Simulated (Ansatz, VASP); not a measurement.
## One calculation of LiH, two programs

The input INCAR:

```
SYSTEM = LiH
ALGO = Normal ; EDIFF = 1E-6
ENCUT = 520 ; GGA = PE
ISIF = 2 ; ISMEAR = 0
LASPH = .True. ; LCHARG = .False.
LREAL = .False. ; LWAVE = .False.
NBANDS = 12 ; NELM = 60
PREC = Accurate ; SIGMA = 0.01
```

KPOINTS

```
k-points
0
Gamma
  9 9 4
  0 0 0
```

File POSCAR:

```
LiH
1.0
    2.8091901471      0.0000000000      0.0000000000
   -1.4045950735      2.4328300314      0.0000000000
    0.0000000000      0.0000000000      4.9331384383
Li H
2 2
Direct
    0.0000000000      0.0000000000      0.0000000000
    0.0000000000      0.0000000000      0.5000000000
    0.3333333333      0.6666666667      0.2500000000
    0.6666666667      0.3333333333      0.7500000000
```

Input for Ansatz:

```yaml
crystal:
  lattice:
    - [2.8091901471, 0.0, 0.0]
    - [-1.4045950735, 2.4328300314, 0.0]
    - [0.0, 0.0, 4.9331384383]
  atoms:
    - { symbol: Li, position: [0.0, 0.0, 0.0] }
    - { symbol: Li, position: [0.0, 0.0, 0.5] }
    - { symbol: H, position: [0.3333333333, 0.6666666667, 0.25] }
    - { symbol: H, position: [0.6666666667, 0.3333333333, 0.75] }
kpoints:
  mp_grid: { grid: [9, 9, 4] }
hamiltonian:
  xc: pbe
scf:
  occupations: { method: fixed }
  n_extra_bands: 5
output:
  forces: true
  stress: true
  eigenvalues: true
```

Alike in both runs: task single point; functional PBE; k mesh 9 × 9 × 4; no spin polarisation.

|  | VASP | Ansatz |
| --- | --- | --- |
| version | VASP 6.6.1 | Ansatz 0.2.0 |
| potentials or method | VASP PAW PBE potentials, release 64 (Li_sv, H) | plane waves, PAW |
| plane-wave cutoff (eV) | 520 | 420 |
| occupations | gaussian, width 0.01 eV | fixed |
| valence electrons in the cell | 8 | 8 |

Ansatz gave:

```
gap on the k mesh at the Fermi level (eV) : 4.44
```

Q: Which values does VASP return?

A: gap on the k mesh at the Fermi level (eV): 4.45.

Noted on VASP's run: the cutoff is short for stress, so the pressure is rough.
